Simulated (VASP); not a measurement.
InGaPb3: single point with PBE

Crystal: InGaPb3.

```
In Ga Pb
1.0
     4.74056    2.73697    2.17238
    -4.74056    2.73697    2.17238
     0.00000   -5.47393    2.17238
In Ga Pb
1 1 3
Direct
  0.63810 0.63810 0.63810
  0.04084 0.04084 0.04084
  0.43723 0.00862 0.43723
  0.43723 0.43723 0.00862
  0.00862 0.43723 0.43723
```

```yaml
Program: VASP 6.6.1
Task: single point
Functional: PBE
Potentials_or_basis: VASP PAW PBE potentials, release 64 (In_d, Ga_d, Pb_d)
Cutoff: 520 eV
k_mesh: 3 × 3 × 3
Occupations: gaussian, width 0.1 eV
Spin: no spin polarisation
```

* Pressure: 0.0 GPa
* Largest force: 0.013 eV/Å
* Band gap on the k mesh: zero (band 34 reaches 4.91 eV, above the bottom of band 35 at 3.69 eV)

Forces in eV/Å, atoms in the order of the input:
```
In   0.000  0.000 -0.010
Ga   0.000  0.000  0.013
Pb   0.001 -0.001 -0.001
Pb   0.000  0.002 -0.001
Pb  -0.001 -0.001 -0.001
```

Levels at points of the mesh, in eV from the Fermi level:
| k point | band 31 | band 32 | band 33 | band 34 | band 35 | band 36 | band 37 | band 38 |
| --- | --- | --- | --- | --- | --- | --- | --- | --- |
| (0.00, 0.00, 0.00) | -2.21 | -2.21 | -1.00 | -0.84 | -0.84 | -0.53 | 2.43 | 2.43 |

Run time: 27 s on 1 thread of Intel(R) Xeon(R) Platinum 8559C (Emerald Rapids) (shared host), peak memory 0.33 GiB.

Caveat: the k points lie up to 0.41 Å⁻¹ apart; spin-orbit coupling is left out, which moves the levels of the heavy elements.
